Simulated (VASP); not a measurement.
Input of a VASP 6.6.1 run:

INCAR

```
SYSTEM = BAs
ALGO = Normal
EDIFF = 1E-6
ENCUT = 520
GGA = PS
ISIF = 2
ISMEAR = 0
LASPH = .TRUE.
LCHARG = .FALSE.
LREAL = .FALSE.
LWAVE = .FALSE.
NBANDS = 11
NELM = 80
PREC = Accurate
SIGMA = 0.01
```

The input KPOINTS:

```
k-points
0
G
  8 8 8
  0 0 0
```

File POSCAR:

```
BAs
1.0
    0.0000000000      2.3838694125      2.3838694125
    2.3838694125      0.0000000000      2.3838694125
    2.3838694125      2.3838694125      0.0000000000
B As
1 1
Direct
    0.0000000000      0.0000000000      0.0000000000
    0.2500000000      0.2500000000      0.2500000000
```

Potentials or basis: VASP PAW PBE potentials, release 64 (B, As).

Command:

```bash
$ cat potpaw_PBE.64/B/POTCAR potpaw_PBE.64/As/POTCAR > POTCAR
$ mpirun -np 1 vasp_std > vasp.out
```

(1) Estimate the pressure.

(2) Predict the band gap on the k mesh.

Results:

(1) 0.9 GPa.

(2) 1.09 eV, indirect (least direct gap 3.25 eV).

Caveat: the PAW data sets were made with another functional, which shifts forces and pressure a little.
